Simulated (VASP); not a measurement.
# CoSi (Pm-3m) in VASP: a series of runs, part 2 of 2

VASP 6.6.1. Earlier steps stand in the parts before.

### Step 3. Density of states, PBE, collinear spin, ferromagnetic start

The input, POSCAR:

```
CoSi
1.0
    2.7813340000      0.0000000000      0.0000000000
    0.0000000000      2.7813340000      0.0000000000
    0.0000000000      0.0000000000      2.7813340000
Co Si
1 1
Direct
    0.0000000000      0.0000000000      0.0000000000
    0.5000000000      0.5000000000      0.5000000000
```

The input, INCAR.step1:

```
SYSTEM = CoSi
PREC = Accurate ; ENCUT = 520
EDIFF = 1E-6 ; ISMEAR = -1
SIGMA = 0.03 ; LREAL = .False.
LASPH = .True. ; NELM = 150
ALGO = Normal ; ISIF = 2
LWAVE = .False. ; LCHARG = .True.
ISPIN = 2 ; MAGMOM = 0.6 0
LMAXMIX = 4 ; GGA = PE
NBANDS = 18
```

The input, KPOINTS.step1:

```
regular mesh
0
Gamma
  14 14 14
  0 0 0
```

The input, INCAR.step2:

```
SYSTEM = CoSi
PREC = Accurate ; ENCUT = 520
EDIFF = 1E-6 ; ISMEAR = -5
SIGMA = 0.03 ; LREAL = .False.
LASPH = .True. ; NELM = 150
ALGO = Normal ; ISIF = 2
LWAVE = .False. ; LCHARG = .False.
ISPIN = 2 ; MAGMOM = 0.6 0
LORBIT = 10 ; LMAXMIX = 4
GGA = PE ; NEDOS = 2001
ICHARG = 11
```

The input, KPOINTS.step2:

```
regular mesh
0
Gamma
  21 21 21
  0 0 0
```

Potentials or basis: VASP PAW PBE potentials, release 64 (Co, Si).

On the command line:

```
> cat potpaw_PBE.64/Co/POTCAR potpaw_PBE.64/Si/POTCAR > POTCAR
> cp INCAR.step1 INCAR
> cp KPOINTS.step1 KPOINTS
> mpirun -np 1 vasp_std > vasp.out
> cp INCAR.step2 INCAR
> cp KPOINTS.step2 KPOINTS
> mpirun -np 1 vasp_std > vasp.out
```

OUTCAR:

```text
SYSTEM = CoSi
   PREC = Accurate
   ENCUT = 520
   EDIFF = 1E-6
   ISMEAR = -5
   LREAL = .False.
   LASPH = .True.
   NELM = 150
   ISIF = 2
   ISPIN = 2
   LORBIT = 10
   GGA = PE
   ICHARG = 11

 ion  position               nearest neighbor table
   1  0.000  0.000  0.000-   2 2.41   2 2.41   2 2.41   2 2.41   2 2.41   2 2.41   2 2.41   2 2.41

   2  0.500  0.500  0.500-   1 2.41   1 2.41   1 2.41   1 2.41   1 2.41   1 2.41   1 2.41   1 2.41

  LATTYP: Found a simple cubic cell.
 ALAT       =     2.7813340000

  Lattice vectors:

 A1 = (   2.7813340000,   0.0000000000,   0.0000000000)
 A2 = (   0.0000000000,   2.7813340000,   0.0000000000)
 A3 = (   0.0000000000,   0.0000000000,   2.7813340000)

Analysis of symmetry for initial positions (statically):
=====================================================================
 Subroutine PRICEL returns:
 Original cell was already a primitive cell.

 Routine SETGRP: Setting up the symmetry group for a
 simple cubic supercell.

 Subroutine GETGRP returns: Found 48 space group operations
 (whereof 48 operations were pure point group operations)
 out of a pool of 48 trial point group operations.

The static configuration has the point symmetry O_h .

Analysis of symmetry for dynamics (positions and initial velocities):
=====================================================================
 Subroutine PRICEL returns:
 Original cell was already a primitive cell.

 Routine SETGRP: Setting up the symmetry group for a
 simple cubic supercell.

 Subroutine GETGRP returns: Found 48 space group operations
 (whereof 48 operations were pure point group operations)
 out of a pool of 48 trial point group operations.

The dynamic configuration has the point symmetry O_h .

Analysis of structural, dynamic, and magnetic symmetry:
=====================================================================
 Subroutine PRICEL returns:
 Original cell was already a primitive cell.

 Routine SETGRP: Setting up the symmetry group for a
 simple cubic supercell.

 Subroutine GETGRP returns: Found 48 space group operations
 (whereof 48 operations were pure point group operations)
 out of a pool of 48 trial point group operations.

The overall configuration has the point symmetry O_h .

 Subroutine INISYM returns: Found 48 space group operations
 (whereof 48 operations are pure point group operations),
 and found     1 'primitive' translations

----------------------------------------------------------------------------------------

                                     Primitive cell

  volume of cell :      21.5159

  direct lattice vectors                    reciprocal lattice vectors
     2.781334000  0.000000000  0.000000000     0.359539703  0.000000000  0.000000000
     0.000000000  2.781334000  0.000000000     0.000000000  0.359539703  0.000000000
     0.000000000  0.000000000  2.781334000     0.000000000  0.000000000  0.359539703

  length of vectors
     2.781334000  2.781334000  2.781334000     0.359539703  0.359539703  0.359539703

  position of ions in fractional coordinates (direct lattice)
     0.000000000  0.000000000  0.000000000
     0.500000000  0.500000000  0.500000000

  ion indices of the primitive-cell ions
   primitive index   ion index
                 1           1
                 2           2

----------------------------------------------------------------------------------------

[... 87 lines left out ...]
   EFERMI_NEDOS =   21; number of points for ismear=-14 and -15
   IALGO  =     38    algorithm
   IMIX   =      4    mixing-type and parameters
     AMIX     =   0.40;   BMIX     =  1.00
     AMIX_MAG =   1.60;   BMIX_MAG =  1.00
  volume/ion in A,a.u.               =      10.76        72.60
  Fermi-wavevector in a.u.,A,eV,Ry     =   1.384000  2.615381 26.061367  1.915456
  Thomas-Fermi vector in A             =   2.508545
   LORBIT       =     10    0 simple, 1 ext, 2 COOP (PROOUT), +10 PAW based schemes
   GGA     = PE    functional components
   LHFCALC =     F    Hartree Fock is set to
   AEXX    =    0.0000 exact exchange contribution
   IVDW    =     0    specifies the selected vdW correction
   LEPSILON=     F    determine dielectric tensor
   LRPA    =     F    only Hartree local field effects (RPA)
 spin polarized calculation
 Fermi weights with tetrahedron method with Bloechl corrections
  energy-cutoff  :      520.00
  volume of cell :       21.52
 maximum number of plane-waves:       597
 NGX is ok and might be reduce to    24

 number of electron      13.0000003 magnetization       0.5978615

 Free energy of the ion-electron system (eV)
  ---------------------------------------------------
  ext. energy  EPLUGINS =         0.00000000
  ---------------------------------------------------
  free energy    TOTEN  =       -13.28024893 eV

  energy without entropy =      -13.28024893  energy(sigma->0) =      -13.28024893

 E-fermi :  12.9076     XC(G=0): -12.9430

 val. band max:       12.9655125242   @ k =   0.4286   0.3810   0.3333
 cond. band min:      12.8313542559   @ k =   0.4762   0.4286   0.3333
 fundamental gap:     -0.1341582682
 Fermi energy:        12.9076327149

 spin component 1

 k-point     1 :       0.0000    0.0000    0.0000
  band No.  band energies     occupation
      1      -1.4141      1.00000
      2       8.6719      1.00000
      3       8.6719      1.00000
      4      11.2445      1.00000
      5      11.2445      1.00000
      6      11.2445      1.00000
      7      15.8256      0.00000
      8      15.8256      0.00000
      9      15.8256      0.00000
     10      20.2512      0.00000
[... 287 lines left out ...]
 k-point    24 :       0.1905    0.0952    0.0000
  band No.  band energies     occupation
      1      -0.5526      1.00000
      2       8.2298      1.00000
      3       8.8344      1.00000
      4      10.5624      1.00000
      5      10.7668      1.00000
      6      11.1837      1.00000
      7      13.3387     -0.04972
      8      15.7310      0.00000
      9      17.1630      0.00000
     10      20.7235      0.00000

 [... further k-points ...]

 spin component 2

 k-point     1 :       0.0000    0.0000    0.0000
  band No.  band energies     occupation
      1      -1.3955      1.00000
      2       9.3141      1.00000
      3       9.3141      1.00000
      4      11.6368      1.00000
      5      11.6368      1.00000
      6      11.6368      1.00000
      7      15.8476      0.00000
      8      15.8476      0.00000
      9      15.8476      0.00000
     10      20.5456      0.00000
[... 287 lines left out ...]
 k-point    24 :       0.1905    0.0952    0.0000
  band No.  band energies     occupation
      1      -0.5340      1.00000
      2       8.6471      1.00000
      3       9.4602      1.00000
      4      10.9372      1.00000
      5      11.1196      1.00000
      6      11.5718      1.00000
      7      13.7525      0.00000
      8      15.8894      0.00000
      9      17.2264      0.00000
     10      20.8854      0.00000

 [... further k-points ...]

------------------------ aborting loop because EDIFF is reached ----------------------------------------

  FORCE on cell =-STRESS in cart. coord.  units (eV):
  Direction    XX          YY          ZZ          XY          YZ          ZX
  --------------------------------------------------------------------------------------
  -------------------------------------------------------------------------------------
  Total       -0.0711633     -0.0711633     -0.0711633     -0.0000000     -0.0000000     -0.0000000
  in kB       -5.2991592     -5.2991592     -5.2991592     -0.0000000     -0.0000000     -0.0000000
  external PRESSURE =      -5.2991592 kB  Pullay stress =       0.0000000 kB

 VOLUME and BASIS-vectors are now :
 -----------------------------------------------------------------------------
  energy-cutoff  :      520.00
  volume of cell :       21.52
      direct lattice vectors                 reciprocal lattice vectors
     2.781334000  0.000000000  0.000000000     0.359539703  0.000000000  0.000000000
     0.000000000  2.781334000  0.000000000     0.000000000  0.359539703  0.000000000
     0.000000000  0.000000000  2.781334000     0.000000000  0.000000000  0.359539703

 POSITION                                       TOTAL-FORCE (eV/Angst)
 -----------------------------------------------------------------------------------
      0.00000      0.00000      0.00000         0.000000      0.000000      0.000000
      1.39067      1.39067      1.39067         0.000000      0.000000      0.000000
 -----------------------------------------------------------------------------------
    total drift:                                0.000000      0.000000      0.000000

  FREE ENERGIE OF THE ION-ELECTRON SYSTEM (eV)
  ---------------------------------------------------
  free  energy   TOTEN  =       -13.2802489250 eV

  energy  without entropy=      -13.2802489250  energy(sigma->0) =      -13.28024893

 total charge

# of ion       s       p       d       tot
------------------------------------------
    1        0.438   0.593   7.571   8.602
    2        0.712   0.864   0.000   1.576
--------------------------------------------------
tot          1.150   1.457   7.571  10.178

 magnetization (x)

# of ion       s       p       d       tot
------------------------------------------
    1        0.009   0.002   0.592   0.604
    2        0.003   0.014   0.000   0.016
--------------------------------------------------
tot          0.012   0.016   0.592   0.620
```

Wall time 89 s (1 thread of Intel Xeon 6975P-C, shared host); peak memory 0.24 GiB.

What came out:

```
Net moment                                            : 0.60 μB per cell
Site moments                                          : Co +0.60; Si +0.02 μB
Valence electrons inside the program's atomic spheres : Co 8.60; Si 1.58
```

Levels at points of the mesh, in eV from the Fermi level:
Spin up:
| k point | band 4 | band 5 | band 6 | band 7 | band 8 | band 9 | band 10 |
| --- | --- | --- | --- | --- | --- | --- | --- |
| (0.00, 0.00, 0.00) | -1.66 | -1.66 | -1.66 | 2.92 | 2.92 | 2.92 | 7.34 |
Spin down:
```csv
k point,band 3,band 4,band 5,band 6,band 7,band 8,band 9,band 10
"(0.00, 0.00, 0.00)",-3.59,-1.27,-1.27,-1.27,2.94,2.94,2.94,7.64
```

Caveat: tetrahedron occupations give inexact forces and stress in metals.
